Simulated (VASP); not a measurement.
Write the native input for VASP 6.6.1 that does the following.

```
Task                   : single point
Functional             : r2SCAN
Potentials or basis    : VASP PAW PBE potentials, release 64 (Al, Ru_pv)
Cutoff                 : 520 eV
k mesh                 : 12 × 12 × 4
Occupations            : gaussian, width 0.1 eV
Spin                   : no spin polarisation
Dipole correction      : no
Further INCAR settings : ALGO = Normal; EDIFF = 1e-06; NBANDS = 29
```

The system is Al2Ru.

```
Al Ru
1.0
     3.02817    0.00000    0.00000
     0.00000    3.02817    0.00000
     0.00000    0.00000    8.59699
Al Ru
4 2
Cartesian
  1.5141 1.5141 1.3553
  0.0000 0.0000 2.9432
  0.0000 0.0000 5.6538
  1.5141 1.5141 7.2417
  0.0000 0.0000 0.0000
  1.5141 1.5141 4.2985
```

This cell differs from its parent crystal: biaxial strain in the a-b plane: -3.0 %.

These files were run (other wordings do the same):

POSCAR

```
Al2Ru
1.0
    3.0281658944      0.0000000000      0.0000000000
    0.0000000000      3.0281658944      0.0000000000
    0.0000000000      0.0000000000      8.5969931078
Al Ru
4 2
Direct
    0.5000000000      0.5000000000      0.1576521512
    0.0000000000      0.0000000000      0.3423478488
    0.0000000000      0.0000000000      0.6576521512
    0.5000000000      0.5000000000      0.8423478488
    0.0000000000      0.0000000000      0.0000000000
    0.5000000000      0.5000000000      0.5000000000
```

INCAR.step1

```
PREC     = Accurate       # precision mode
ENCUT    = 520            # plane-wave cutoff, eV
ISMEAR   = 0              # smearing method
SIGMA    = 0.1            # smearing width, eV
LREAL    = False          # projectors in reciprocal space
LASPH    = True           # aspherical terms in the spheres
NELM     = 60             # most SCF steps
NBANDS   = 29             # bands
GGA      = PE             # functional
ALGO     = Normal         # electronic algorithm
EDIFF    = 1E-4           # SCF threshold, eV
LWAVE    = True           # write WAVECAR
LCHARG   = False          # write CHGCAR
```

INCAR.step2

```
PREC     = Accurate       # precision mode
ENCUT    = 520            # plane-wave cutoff, eV
EDIFF    = 1E-6           # SCF threshold, eV
ISMEAR   = 0              # smearing method
SIGMA    = 0.1            # smearing width, eV
LREAL    = False          # projectors in reciprocal space
LASPH    = True           # aspherical terms in the spheres
NELM     = 60             # most SCF steps
ALGO     = Normal         # electronic algorithm
ISIF     = 2              # what is computed and relaxed
LWAVE    = False          # write WAVECAR
LCHARG   = False          # write CHGCAR
METAGGA  = R2SCAN         # meta-GGA
LMIXTAU  = True         
NBANDS   = 29             # bands
ISTART   = 1
```

KPOINTS

```
Automatic mesh
0
Gamma
  12 12 4
```

Potentials or basis: VASP PAW PBE potentials, release 64 (Al, Ru_pv).

Command:

```bash
$ cat potpaw_PBE.64/Al/POTCAR potpaw_PBE.64/Ru_pv/POTCAR > POTCAR
$ cp INCAR.step1 INCAR
$ mpirun -np 1 vasp_std > vasp.out
$ cp INCAR.step2 INCAR
$ mpirun -np 1 vasp_std > vasp.out
```

Results of the run:

```json
{"Pressure": "9.2 GPa", "Largest force": "0.006 eV/Å", "Band gap on the k mesh": "0.06 eV"}
```

Caveat: the cell differs from its parent crystal (biaxial strain in the a-b plane: -3.0 %); the PAW data sets were made with another functional, which shifts forces and pressure a little.

It took 6.8 min on 1 thread of Intel(R) Xeon(R) Platinum 8375C CPU @ 2.90GHz (Ice Lake) (shared host), peak memory 0.3 GiB.
